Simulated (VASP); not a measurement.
## CrCo: single point with PBE

The system is CrCo.

```
CELL_PARAMETERS angstrom
0.00000 2.10576 2.10576
2.10576 0.00000 2.10576
2.10576 2.10576 0.00000
ATOMIC_POSITIONS crystal
Cr 0.00000 0.00000 0.00000
Co 0.75000 0.75000 0.75000
```

```json
{"Program": "VASP 6.6.1", "Task": "single point", "Functional": "PBE", "Potentials or basis": "VASP PAW PBE potentials, release 64 (Cr_pv, Co)", "Cutoff": "520 eV", "k mesh": "8 × 8 × 8", "Occupations": "gaussian, width 0.1 eV", "Spin": "collinear spin, antiferromagnetic start", "Starting moments": "[-3.0, 3.0] μB", "Dipole correction": "no", "Further INCAR settings": "ALGO = Fast; EDIFF = 1e-07; NBANDS = 22"}
```

```
Pressure   : 211.3 GPa
Net moment : 0.00 μB per cell
```

Levels at points of the mesh, in eV from the Fermi level:
Spin up:
| k point | band 7 | band 8 | band 9 | band 10 | band 11 | band 12 | band 13 | band 14 |
| --- | --- | --- | --- | --- | --- | --- | --- | --- |
| (0.00, 0.00, 0.00) | -3.96 | -3.96 | -3.96 | -0.28 | -0.28 | -0.28 | 3.06 | 3.06 |
| (0.50, 0.00, 0.00) | -4.30 | -4.30 | -3.91 | -0.98 | 0.84 | 0.84 | 2.62 | 2.62 |
| (0.50, 0.50, 0.00) | -4.22 | -2.79 | -1.07 | -0.53 | 0.26 | 2.89 | 2.89 | 3.55 |
Spin down:
```
           k point  band 6  band 7  band 8  band 9  band 10  band 11  band 12  band 13  band 14  band 15
(0.00, 0.00, 0.00)   -5.31   -3.96   -3.96   -3.96    -0.28    -0.28    -0.28     3.06     3.06     8.00
(0.50, 0.00, 0.00)   -5.08   -4.30   -4.30   -3.91    -0.98     0.84     0.84     2.62     2.62     5.31
(0.50, 0.50, 0.00)   -4.22   -4.22   -2.79   -1.07    -0.53     0.26     2.89     2.89     3.55     6.16
```

Wall time 23 s on 1 thread of Intel(R) Xeon(R) Platinum 8488C (Sapphire Rapids), on a shared host, peak memory 0.15 GiB.

Caveat: the starting moments collapsed, and a magnetic state may lie lower.
